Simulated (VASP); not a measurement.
Input of a VASP 6.6.1 run:

File INCAR:

```
ALGO = Normal ; EDIFF = 1E-6
ENCUT = 600 ; GGA = CA
GGA_COMPAT = F ; ISIF = 2
ISMEAR = 0 ; LASPH = T
LCHARG = T ; LELF = T
LREAL = F ; LVHAR = T
LWAVE = F ; NBANDS = 11
NELM = 120 ; PREC = Accurate
SIGMA = 0.01
```

File KPOINTS:

```
k-points
0
Gamma
  16 16 16
```

The input POSCAR:

```
SiC
1.0
    0.0000000000      1.7525897087      1.7525897087
    1.7525897087      0.0000000000      1.7525897087
    1.7525897087      1.7525897087      0.0000000000
C Si
1 1
Direct
    0.0000000000      0.0000000000      0.0000000000
    0.5000000000      0.5000000000      0.5000000000
```

Potentials or basis: VASP PAW LDA potentials, release 64 (C, Si).

Run with:

```console
$ cat potpaw_LDA.64/C/POTCAR potpaw_LDA.64/Si/POTCAR > POTCAR
$ mpirun -np 1 vasp_std > vasp.out
```

Estimate the band gap on the k mesh.

0.10 eV, indirect (least direct gap 6.32 eV).

Predict the pressure.

251.0 GPa.

A k mesh can miss the band edges.
